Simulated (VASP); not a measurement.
MgCd2SO2: single point with PBE

Crystal: MgCd2SO2.

```xyz
6
Lattice="-2.1292 2.1292 5.4632 2.1292 -2.1292 5.4632 2.1292 2.1292 -5.4632" Properties=species:S:1:pos:R:3 pbc="T T T"
Mg    0.0000    0.0000    5.4632
Cd    0.0000    2.1292    2.7316
Cd    2.1292    0.0000    2.7316
S     0.0000    0.0000    0.0000
O     0.0000    0.0000    3.5156
O     0.0000    0.0000    7.4107
```

The cell was built from a structure type or drawn by symmetry, and may not be a known phase.

```json
{
  "Program": "VASP 6.6.1",
  "Task": "single point",
  "Functional": "PBE",
  "Potentials or basis": "VASP PAW PBE potentials, release 64 (Mg, Cd, S, O)",
  "Cutoff": "520 eV",
  "k mesh": "6 × 6 × 6",
  "Occupations": "gaussian, width 0.1 eV",
  "Spin": "no spin polarisation",
  "Dipole correction": "no",
  "Further INCAR settings": "ALGO = Normal; EDIFF = 1e-06; NBANDS = 31"
}
```

| Item | Value |
| --- | --- |
| Pressure | 0.9 GPa |
| Largest force | 0.117 eV/Å |
| Band gap on the k mesh | 0.19 eV (least direct gap 0.39 eV) |

Forces in eV/Å, atoms in the order of the input:
```
Mg   0.000  0.000  0.000
Cd   0.000  0.000  0.000
Cd   0.000  0.000  0.000
S    0.000  0.000  0.000
O    0.000  0.000  0.117
O    0.000  0.000 -0.117
```

Stress tensor (GPa, compression positive):
```
1.00 0.00 0.00
0.00 1.00 0.00
0.00 0.00 0.56
```

Levels at points of the mesh, in eV from the valence-band top:
```tsv
k point	band 18	band 19	band 20	band 21	band 22	band 23	band 24	band 25	band 26	band 27
(0.00, 0.00, 0.00)	-1.95	-1.95	-0.37	-0.21	-0.21	0.19	4.25	4.81	5.11	6.98
(0.50, 0.00, 0.00)	-2.38	-2.01	-1.28	-0.10	-0.06	2.62	3.99	4.81	7.14	7.21
(0.50, 0.50, 0.00)	-2.84	-1.90	-0.89	-0.49	-0.24	3.77	4.92	5.59	5.91	6.51
(0.50, 0.50, 0.50)	-1.88	-1.88	-1.30	-0.07	-0.07	2.88	3.34	3.42	5.82	8.10
```

Run time: 110 s on 1 thread of Intel(R) Xeon(R) 6975P-C (Granite Rapids) (shared host), peak memory 0.37 GiB.

A k mesh can miss the band edges.
